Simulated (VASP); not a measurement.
Ta, 1 atom in the cell. The structure is cubic, space group Im-3m (No. 229). The conventional cell has a = 3.363 Å, b = 3.363 Å, c = 3.363 Å, α = 90.00°, β = 90.00°, γ = 90.00°. Within 3.8 Å of Ta (site symmetry m-3m) lie 14 Ta at 2.91 to 3.36 Å. 

```yaml
Program: VASP 6.6.1
Task: single point
Functional: r2SCAN
Potentials_or_basis: VASP PAW PBE potentials, release 64 (Ta_pv)
Cutoff: 520 eV
k_mesh: 14 × 14 × 14
Occupations: fermi-dirac, width 0.1 eV
Spin: no spin polarisation
Dipole_correction: no
Further_INCAR_settings: ALGO = Normal; EDIFF = 1e-06; NBANDS = 12
```

Potentials or basis: VASP PAW PBE potentials, release 64 (Ta_pv).

The run is started by

```sh
$ cat potpaw_PBE.64/Ta_pv/POTCAR > POTCAR
$ cp INCAR.step1 INCAR
$ mpirun -np 1 vasp_std > vasp.out
$ cp INCAR.step2 INCAR
$ mpirun -np 1 vasp_std > vasp.out
```

Hardware: 1 thread of Intel Xeon 8259CL (shared host).

Q: How long does it take, and how much memory?

A: Wall time 84 s on 1 thread of Intel Xeon 8259CL (shared host), peak memory 0.16 GiB. Counts: k points 104.
